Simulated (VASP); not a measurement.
Here is a VASP 6.6.1 calculation.

Contents of INCAR:

```
PREC = Accurate
ENCUT = 520
EDIFF = 1E-7
ISMEAR = 0
SIGMA = 0.05
LREAL = F
LASPH = T
NELM = 60
ALGO = Normal
ISIF = 2
LWAVE = F
LCHARG = F
IBRION = 2
NSW = 80
EDIFFG = -0.002
```

File KPOINTS:

```
regular mesh
0
Gamma
  7 7 1
```

POSCAR

```
HC3
1.0
    3.6960000000     -2.1338865949      0.0000000000
    0.0000000000      4.2677731898      0.0000000000
    0.0000000000      0.0000000000     20.0000000000
C H
6 2
Selective dynamics
Direct
    0.0000000000      0.0000000000      0.3000000000  F F F
    0.3333333333      0.3333333333      0.3000000000  F F F
    0.6666666667      0.3333333333      0.3000000000  F F F
    0.0000000000      0.6666666667      0.3000000000  F F F
    0.3333333333      0.6666666667      0.3000000000  F F F
    0.6666666667      0.0000000000      0.3000000000  F F F
    0.0000000000      0.3333333333      0.4662625000  T T T
    0.0000000000      0.3333333333      0.4287375000  T T T
```

Potentials or basis: VASP PAW LDA potentials, release 64 (C, H).

The run is started by

```bash
$ cat potpaw_LDA.64/C/POTCAR potpaw_LDA.64/H/POTCAR > POTCAR
$ mpirun -np 1 vasp_std > vasp.out
```

**Question.** What does it give for the energy gained by relaxing?

**Answer.** 1.2 meV/atom.

**Question.** Predict the band gap on the k mesh.

**Answer.** 0.03 eV.

The path:
| step | energy change (eV) | largest force on free atoms (eV/Å) | pressure (GPa) |
| --- | --- | --- | --- |
| 1 | 0.0000 | 0.6246 | -0.94 |
| 2 | 0.0180 | 1.1422 | -1.16 |
| 3 | -0.0053 | 0.0265 | -1.01 |
| 4 | -0.0053 | 0.0323 | -1.01 |
| 5 | -0.0053 | 0.0324 | -1.01 |
| 6 | -0.0055 | 0.0312 | -1.01 |
| 7 | -0.0058 | 0.0286 | -1.01 |
| 8 | -0.0063 | 0.0235 | -1.01 |
| 9 | -0.0073 | 0.0252 | -1.01 |
| 10 | -0.0088 | 0.0356 | -1.00 |
| 11 | -0.0095 | 0.0653 | -0.99 |
| 12 | -0.0097 | 0.0487 | -1.00 |
| 13 | -0.0094 | 0.1478 | -0.97 |
| 14 | -0.0097 | 0.0024 | -0.99 |
| 15 | -0.0097 | 0.0014 | -0.99 |
